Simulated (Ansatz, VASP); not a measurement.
# One calculation of WS2, two programs

INCAR

```
SYSTEM = WS2
ALGO     = Normal         ! electronic algorithm
EDIFF    = 1E-6           ! SCF threshold, eV
ENCUT    = 520            ! plane-wave cutoff, eV
GGA      = CA             ! functional
ISIF     = 2              ! what is computed and relaxed
ISMEAR   = -1             ! smearing method
LASPH    = .True.         ! aspherical terms in the spheres
LCHARG   = .False.        ! write CHGCAR
LREAL    = .False.        ! projectors in reciprocal space
LWAVE    = .False.        ! write WAVECAR
NBANDS   = 64             ! bands
NELM     = 100            ! most SCF steps
PREC     = Accurate       ! precision mode
SIGMA    = 0.05           ! smearing width, eV
```

The input KPOINTS:

```
k-points
0
Gamma
  10 10 1
  0 0 0
```

The input POSCAR:

```
WS2
1.0
    3.1831225544      0.0000000000      0.0000000000
   -1.5915612772      2.7566649955      0.0000000000
    0.0000000000      0.0000000000     35.1805582101
W S
4 8
Direct
    0.3333333333      0.6666666667      0.5923166100
    0.3333333333      0.6666666667      0.2234000000
    0.6666666667      0.3333333333      0.7766000000
    0.6666666667      0.3333333333      0.4076833900
    0.3333333333      0.6666666667      0.8211496400
    0.3333333333      0.6666666667      0.4520236900
    0.6666666667      0.3333333333      0.6366210700
    0.6666666667      0.3333333333      0.2677418400
    0.3333333333      0.6666666667      0.7322581600
    0.3333333333      0.6666666667      0.3633789300
    0.6666666667      0.3333333333      0.5479763100
    0.6666666667      0.3333333333      0.1788503600
```

Contents of input.yaml:

```yaml
crystal:
  lattice:
    - [3.1831225544, 0.0, 0.0]
    - [-1.5915612772, 2.7566649955, 0.0]
    - [0.0, 0.0, 35.1805582101]
  atoms:
    - { symbol: W, position: [0.3333333333, 0.6666666667, 0.59231661] }
    - { symbol: W, position: [0.3333333333, 0.6666666667, 0.2234] }
    - { symbol: W, position: [0.6666666667, 0.3333333333, 0.7766] }
    - { symbol: W, position: [0.6666666667, 0.3333333333, 0.40768339] }
    - { symbol: S, position: [0.3333333333, 0.6666666667, 0.82114964] }
    - { symbol: S, position: [0.3333333333, 0.6666666667, 0.45202369] }
    - { symbol: S, position: [0.6666666667, 0.3333333333, 0.63662107] }
    - { symbol: S, position: [0.6666666667, 0.3333333333, 0.26774184] }
    - { symbol: S, position: [0.3333333333, 0.6666666667, 0.73225816] }
    - { symbol: S, position: [0.3333333333, 0.6666666667, 0.36337893] }
    - { symbol: S, position: [0.6666666667, 0.3333333333, 0.54797631] }
    - { symbol: S, position: [0.6666666667, 0.3333333333, 0.17885036] }
hamiltonian:
  xc: lda
  pseudopotentials: { kind: paw }
kpoints:
  mp_grid: { grid: [10, 10, 1] }
  band_path:
    path:
      - [[0.0, 0.0, 0.0], [0.5, 0.0, 0.0], [0.3333333333, 0.3333333333, 0.0], [0.0, 0.0, 0.0], [0.0, 0.0, 0.5], [0.5, 0.0, 0.5], [0.3333333333, 0.3333333333, 0.5], [0.0, 0.0, 0.5]]
      - [[0.5, 0.0, 0.5], [0.5, 0.0, 0.0]]
      - [[0.3333333333, 0.3333333333, 0.0], [0.3333333333, 0.3333333333, 0.5]]
    npoints: 10
scf:
  occupations: { method: fermi_dirac, width: 0.05 }
  n_extra_bands: 30
output:
  forces: true
  stress: true
  eigenvalues: true
  fatbands: true
```

Alike in both runs: functional LDA; k mesh 10 × 10 × 1; occupations fermi-dirac, width 0.05 eV; no spin polarisation.

|  | VASP | Ansatz |
| --- | --- | --- |
| version | VASP 6.6.1 | Ansatz 0.2.0 |
| potentials or method | VASP PAW LDA potentials, release 64 (W_sv, S) | Ansatz PAW |
| plane-wave cutoff (eV) | 520 | 420 |
| valence electrons in the cell | 104 | 104 |
| task | single point | band structure |

Ansatz gave:

```
gap on the k mesh at the Fermi level (eV) : 1.35
least direct gap on the mesh (eV)         : 2.08
rms of the force components (eV/Å)        : 0.184
```

**Question.** Estimate VASP's values.

**Answer.** gap on the k mesh at the Fermi level (eV): 1.36; least direct gap on the mesh (eV): 2.09; rms of the force components (eV/Å): 0.163.

LDA's correlation is that of Perdew and Zunger in VASP and of Perdew and Wang (1992) in Ansatz. Atom by atom the forces differ by 0.021 eV/Å (rms over components).

Neither program's run includes spin-orbit coupling. Noted on Ansatz's run: the k mesh misses the band edges, so the gap on the mesh is wider than the one along the path.
